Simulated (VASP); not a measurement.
# CdSe (F-43m) in VASP: notebook

CdSe is run at these levels: PBE; tasks: single point.

Everything below comes from runs of VASP 6.6.1. Logs are shortened: lines on timing, memory, paths and dates and some standing lists are left out, and cuts for length are marked.

## 1. The cell of the first run

Symmetry: F-43m, No. 216, cubic system. Conventional cell: a = 6.099 Å, b = 6.099 Å, c = 6.099 Å, α = 90.00°, β = 90.00°, γ = 90.00°. Cd (site symmetry -43m) has 4 Se at 2.64 Å within 3.5 Å. Se (site symmetry -43m) has 4 Cd at 2.64 Å within 3.5 Å.

## 2. Single point, PBE

INCAR

```
SYSTEM = CdSe
  ALGO = Normal
  EDIFF = 1E-6
  ENCUT = 520
  GGA = PE
  ISIF = 2
  ISMEAR = 0
  LASPH = .True.
  LCHARG = .False.
  LREAL = .False.
  LWAVE = .False.
  NBANDS = 16
  NELM = 60
  PREC = Accurate
  SIGMA = 0.01
```

KPOINTS

```
k-points
0
Gamma
  6 6 6
  0 0 0
```

POSCAR

```
CdSe
1.0
    0.0000000000      3.0496645335      3.0496645335
    3.0496645335      0.0000000000      3.0496645335
    3.0496645335      3.0496645335      0.0000000000
Cd Se
1 1
Direct
    0.0000000000      0.0000000000      0.0000000000
    0.7500000000      0.7500000000      0.7500000000
```

Potentials or basis: VASP PAW PBE potentials, release 64 (Cd, Se).

Started as:

```
$ cat potpaw_PBE.64/Cd/POTCAR potpaw_PBE.64/Se/POTCAR > POTCAR
$ mpirun -np 1 vasp_std > vasp.out
```

OUTCAR:

```text
SYSTEM = CdSe
   EDIFF = 1E-6
   ENCUT = 520
   GGA = PE
   ISIF = 2
   ISMEAR = 0
   LASPH = .True.
   LREAL = .False.
   NELM = 60
   PREC = Accurate

 ion  position               nearest neighbor table
   1  0.000  0.000  0.000-   2 2.64   2 2.64   2 2.64   2 2.64
   2  0.750  0.750  0.750-   1 2.64   1 2.64   1 2.64   1 2.64

  LATTYP: Found a face centered cubic cell.
 ALAT       =     6.0993290670

  Lattice vectors:

 A1 = (   0.0000000000,   3.0496645335,   3.0496645335)
 A2 = (   3.0496645335,   0.0000000000,   3.0496645335)
 A3 = (   3.0496645335,   3.0496645335,   0.0000000000)

Analysis of symmetry for initial positions (statically):
=====================================================================
 Subroutine PRICEL returns:
 Original cell was already a primitive cell.

 Routine SETGRP: Setting up the symmetry group for a
 face centered cubic supercell.

 Subroutine GETGRP returns: Found 24 space group operations
 (whereof 24 operations were pure point group operations)
 out of a pool of 48 trial point group operations.

The static configuration has the point symmetry T_d .

Analysis of symmetry for dynamics (positions and initial velocities):
=====================================================================
 Subroutine PRICEL returns:
 Original cell was already a primitive cell.

 Routine SETGRP: Setting up the symmetry group for a
 face centered cubic supercell.

 Subroutine GETGRP returns: Found 24 space group operations
 (whereof 24 operations were pure point group operations)
 out of a pool of 48 trial point group operations.

The dynamic configuration has the point symmetry T_d .

 Subroutine INISYM returns: Found 24 space group operations
 (whereof 24 operations are pure point group operations),
 and found     1 'primitive' translations

----------------------------------------------------------------------------------------

                                     Primitive cell

  volume of cell :      56.7265

  direct lattice vectors                    reciprocal lattice vectors
     0.000000000  3.049664534  3.049664534    -0.163952459  0.163952459  0.163952459
     3.049664534  0.000000000  3.049664534     0.163952459 -0.163952459  0.163952459
     3.049664534  3.049664534  0.000000000     0.163952459  0.163952459 -0.163952459

  length of vectors
     4.312876944  4.312876944  4.312876944     0.283973989  0.283973989  0.283973989

  position of ions in fractional coordinates (direct lattice)
     0.000000000  0.000000000  0.000000000
     0.750000000  0.750000000  0.750000000

  ion indices of the primitive-cell ions
   primitive index   ion index
                 1           1
                 2           2

----------------------------------------------------------------------------------------

 KPOINTS: k-points

Automatic generation of k-mesh.
 Grid dimensions read from file:
 generate k-points for:    6    6    6

 Generating k-lattice:

  Cartesian coordinates                     Fractional coordinates (reciprocal lattice)
    -0.027325410  0.027325410  0.027325410     0.166666667  0.000000000  0.000000000
     0.027325410 -0.027325410  0.027325410     0.000000000  0.166666667  0.000000000
     0.027325410  0.027325410 -0.027325410     0.000000000  0.000000000  0.166666667

  Length of vectors
     0.047328998  0.047328998  0.047328998

  Shift w.r.t. Gamma in fractional coordinates (k-lattice)
     0.000000000  0.000000000  0.000000000

 Subroutine IBZKPT returns following result:
 ===========================================

 Found     16 irreducible k-points:

 Following reciprocal coordinates:
            Coordinates               Weight
  0.000000  0.000000  0.000000      1.000000
  0.166667  0.000000  0.000000      8.000000
  0.333333  0.000000  0.000000      8.000000
  0.500000  0.000000  0.000000      4.000000
  0.166667  0.166667  0.000000      6.000000
  0.333333  0.166667  0.000000     24.000000
[... 8 lines left out ...]
 -0.333333  0.333333  0.166667     24.000000
 -0.333333  0.500000  0.166667     12.000000
   k-points           NKPTS =     16   k-points in BZ     NKDIM =     16   number of bands    NBANDS=     16
   number of dos      NEDOS =    301   number of ions     NIONS =      2
   total plane-waves  NPLWV =  32768
   dimension x,y,z NGX =    32 NGY =   32 NGZ =   32
   dimension x,y,z NGXF=    64 NGYF=   64 NGZF=   64
   ions per type =               1   1
   NGX,Y,Z   is equivalent  to a cutoff of  12.33, 12.33, 12.33 a.u.
   NGXF,Y,Z  is equivalent  to a cutoff of  24.67, 24.67, 24.67 a.u.
 SYSTEM =  CdSe
   PREC   = accura    normal or accurate (medium, high low for compatibility)
   ISTART =      0    job   : 0-new  1-cont  2-samecut
   ICHARG =      2    charge: 1-file 2-atom 10-const
   ISPIN  =      1    spin polarized calculation?
   LNONCOLLINEAR =      F non collinear calculations
   LSORBIT =      F    spin-orbit coupling
   LASPH  =      T    aspherical Exc in radial PAW
   ENCUT  =  520.0 eV  38.22 Ry    6.18 a.u.   8.02  8.02  8.02*2*pi/ulx,y,z
   NELM   =     60;   NELMIN=  2; NELMDL= -5     # of ELM steps
   EDIFF  = 0.1E-05   stopping-criterion for ELM
   LREAL  =      F    real-space projection
   EDIFFG = 0.1E-04   stopping-criterion for IOM
   NSW    =      0    number of steps for IOM
   IBRION =     -1    ionic relax: 0-MD 1-quasi-New 2-CG
   NFREE  =      0    steps in history (QN), initial steepest desc. (CG)
   ISIF   =      2    stress and relaxation
   ISYM   =      2    0-nonsym 1-usesym 2-fastsym
   POTIM  = 0.5000    time-step for ionic-motion
   TEBEG  =    0.0;   TEEND  =   0.0 temperature during run
   PSTRESS=    0.0 pullay stress
   NELECT =      18.0000    total number of electrons
   NUPDOWN=      -1.0000    fix difference up-down
   EMIN   =  10.00;   EMAX   =-10.00  energy-range for DOS
   EFERMI =   0.00;   METHOD = LEGACY
   ISMEAR =     0;   SIGMA  =   0.01  broadening in eV -4-tet -1-fermi 0-gaus
   EFERMI_NEDOS =   21; number of points for ismear=-14 and -15
   IALGO  =     38    algorithm
   IMIX   =      4    mixing-type and parameters
     AMIX     =   0.40;   BMIX     =  1.00
     AMIX_MAG =   1.60;   BMIX_MAG =  1.00
  volume/ion in A,a.u.               =      28.36       191.40
  Fermi-wavevector in a.u.,A,eV,Ry     =   1.116615  2.110097 16.964150  1.246830
  Thomas-Fermi vector in A             =   2.253231
   LORBIT       =      0    0 simple, 1 ext, 2 COOP (PROOUT), +10 PAW based schemes
   GGA     = PE    functional components
   LHFCALC =     F    Hartree Fock is set to
   AEXX    =    0.0000 exact exchange contribution
   IVDW    =     0    specifies the selected vdW correction
   LEPSILON=     F    determine dielectric tensor
   LRPA    =     F    only Hartree local field effects (RPA)
 non-spin polarized calculation
 Gauss-broadening in eV      SIGMA  =   0.01
  energy-cutoff  :      520.00
  volume of cell :       56.73
 maximum number of plane-waves:      1544
   NGX = 17   NGY = 17   NGZ = 17

 number of electron      18.0000005 magnetization

 Free energy of the ion-electron system (eV)
  ---------------------------------------------------
  ext. energy  EPLUGINS =         0.00000000
  ---------------------------------------------------
  free energy    TOTEN  =        -5.47121581 eV

  energy without entropy =       -5.47121581  energy(sigma->0) =       -5.47121581

 E-fermi :   0.9986     XC(G=0):  -8.8465

 val. band max:        0.8791251150   @ k =   0.0000   0.0000   0.0000
 cond. band min:       1.4688615828   @ k =   0.0000   0.0000   0.0000
 fundamental gap:      0.5897364678
 Fermi energy:         0.9986066330

 k-point     1 :       0.0000    0.0000    0.0000
  band No.  band energies     occupation
      1     -11.6672      2.00000
      2      -7.0310      2.00000
      3      -7.0310      2.00000
      4      -7.0310      2.00000
      5      -6.6658      2.00000
      6      -6.6658      2.00000
[... 8 lines left out ...]
     15      11.9583      0.00000
     16      11.9583      0.00000

 k-point     2 :       0.1667    0.0000    0.0000
  band No.  band energies     occupation
      1     -11.5771      2.00000
      2      -7.0028      2.00000
      3      -7.0028      2.00000
      4      -6.9439      2.00000
      5      -6.6666      2.00000
      6      -6.6666      2.00000
[... 8 lines left out ...]
     15      10.9973      0.00000
     16      11.3876      0.00000

 k-point     3 :       0.3333    0.0000    0.0000
  band No.  band energies     occupation
      1     -11.3941      2.00000
      2      -6.9560      2.00000
      3      -6.9560      2.00000
      4      -6.6560      2.00000
      5      -6.6560      2.00000
      6      -6.6482      2.00000
[... 8 lines left out ...]
     15      11.4252      0.00000
     16      11.4252      0.00000

 k-point     4 :       0.5000    0.0000    0.0000
  band No.  band energies     occupation
      1     -11.3018      2.00000
      2      -6.9391      2.00000
      3      -6.9391      2.00000
      4      -6.6427      2.00000
      5      -6.6427      2.00000
      6      -6.3767      2.00000
[... 8 lines left out ...]
     15      12.9983      0.00000
     16      12.9983      0.00000
[... 172 lines left out ...]
 k-point    14 :       0.5000    0.3333    0.1667
  band No.  band energies     occupation
      1     -11.2759      2.00000
      2      -6.8881      2.00000
      3      -6.8800      2.00000
      4      -6.7317      2.00000
      5      -6.6399      2.00000
      6      -6.4305      2.00000
[... 8 lines left out ...]
     15      12.9891      0.00000
     16      13.9331      0.00000

 k-point    15 :      -0.3333    0.3333    0.1667
  band No.  band energies     occupation
      1     -11.2165      2.00000
      2      -6.8813      2.00000
      3      -6.8543      2.00000
      4      -6.6964      2.00000
      5      -6.6549      2.00000
      6      -6.2448      2.00000
[... 8 lines left out ...]
     15      12.7561      0.00000
     16      13.8575      0.00000

 k-point    16 :      -0.3333    0.5000    0.1667
  band No.  band energies     occupation
      1     -11.1875      2.00000
      2      -6.8479      2.00000
      3      -6.8286      2.00000
      4      -6.7271      2.00000
      5      -6.6387      2.00000
      6      -6.2194      2.00000
[... 8 lines left out ...]
     15      13.6865      0.00000
     16      13.7994      0.00000

------------------------ aborting loop because EDIFF is reached ----------------------------------------

  FORCE on cell =-STRESS in cart. coord.  units (eV):
  Direction    XX          YY          ZZ          XY          YZ          ZX
  --------------------------------------------------------------------------------------
  -------------------------------------------------------------------------------------
  Total        0.9516407      0.9516407      0.9516407      0.0000000      0.0000000      0.0000000
  in kB       26.8780280     26.8780280     26.8780280      0.0000000      0.0000000      0.0000000
  external PRESSURE =      26.8780280 kB  Pullay stress =       0.0000000 kB

 VOLUME and BASIS-vectors are now :
 -----------------------------------------------------------------------------
  energy-cutoff  :      520.00
  volume of cell :       56.73
      direct lattice vectors                 reciprocal lattice vectors
     0.000000000  3.049664534  3.049664534    -0.163952459  0.163952459  0.163952459
     3.049664534  0.000000000  3.049664534     0.163952459 -0.163952459  0.163952459
     3.049664534  3.049664534  0.000000000     0.163952459  0.163952459 -0.163952459

 POSITION                                       TOTAL-FORCE (eV/Angst)
 -----------------------------------------------------------------------------------
      0.00000      0.00000      0.00000         0.000000     -0.000000     -0.000000
      4.57450      4.57450      4.57450        -0.000000      0.000000      0.000000
 -----------------------------------------------------------------------------------
    total drift:                                0.000000      0.000000      0.000000

  FREE ENERGIE OF THE ION-ELECTRON SYSTEM (eV)
  ---------------------------------------------------
  free  energy   TOTEN  =        -5.4712158069 eV

  energy  without entropy=       -5.4712158069  energy(sigma->0) =       -5.47121581
```

It took 15 s on 1 thread of AMD EPYC 7R43 (Zen 3), shared host; peak memory 0.15 GiB.

What came out:

```
Free energy            : -5.4712 eV
Pressure               : 2.7 GPa
Band gap on the k mesh : 0.59 eV, direct
```

Levels at points of the mesh, in eV from the valence-band top:
```
           k point  band 5  band 6  band 7  band 8  band 9  band 10  band 11  band 12  band 13  band 14
(0.00, 0.00, 0.00)   -7.54   -7.54    0.00    0.00    0.00     0.59     5.93     5.93     5.93     9.75
(0.50, 0.00, 0.00)   -7.52   -7.26   -4.34   -0.74   -0.74     2.38     6.44     6.44     7.40    10.02
(0.50, 0.50, 0.00)   -7.49   -7.19   -4.04   -1.83   -1.83     3.15     3.75     9.08    10.17    10.17
```

## 3. Single point, PBE

This run uses another cell than the first one, of 28.94 Å³/atom, 1.020 times its volume.

INCAR

```
SYSTEM = CdSe
PREC = Accurate
ENCUT = 520
EDIFF = 1E-6
ISMEAR = 0
SIGMA = 0.01
LREAL = .False.
LASPH = .True.
NELM = 80
ALGO = Normal
ISIF = 2
LWAVE = .False.
LCHARG = .False.
GGA = PE
NBANDS = 16
```

KPOINTS

```
regular mesh
0
Gamma
  6 6 6
  0 0 0
```

POSCAR

```
CdSe
1.0
    0.0000000000      3.0702710000      3.0702710000
    3.0702710000      0.0000000000      3.0702710000
    3.0702710000      3.0702710000      0.0000000000
Cd Se
1 1
Direct
    0.0000000000      0.0000000000      0.0000000000
    0.7500000000      0.7500000000      0.7500000000
```

Potentials or basis: VASP PAW PBE potentials, release 64 (Cd, Se).

Started as:

```
$ cat potpaw_PBE.64/Cd/POTCAR potpaw_PBE.64/Se/POTCAR > POTCAR
$ mpirun -np 1 vasp_std > vasp.out
```

Run time: 12 s. Hardware: 1 thread of AMD EPYC 7R43 (Zen 3), shared host; peak memory 0.14 GiB.

Results (log left out):

```yaml
Free_energy: -5.4865 eV
Pressure: 1.6 GPa
Band_gap_on_the_k_mesh: 0.55 eV, direct
```

Levels at points of the mesh, in eV from the valence-band top:
```tsv
k point	band 7	band 8	band 9	band 10	band 11	band 12
(0.00, 0.00, 0.00)	0.00	0.00	0.00	0.55	5.93	5.93
(0.50, 0.00, 0.00)	-4.23	-0.71	-0.71	2.35	6.43	6.43
(0.50, 0.50, 0.00)	-3.95	-1.76	-1.76	3.19	3.73	8.98
```

As with any semilocal functional, this PBE gap is likely too small.
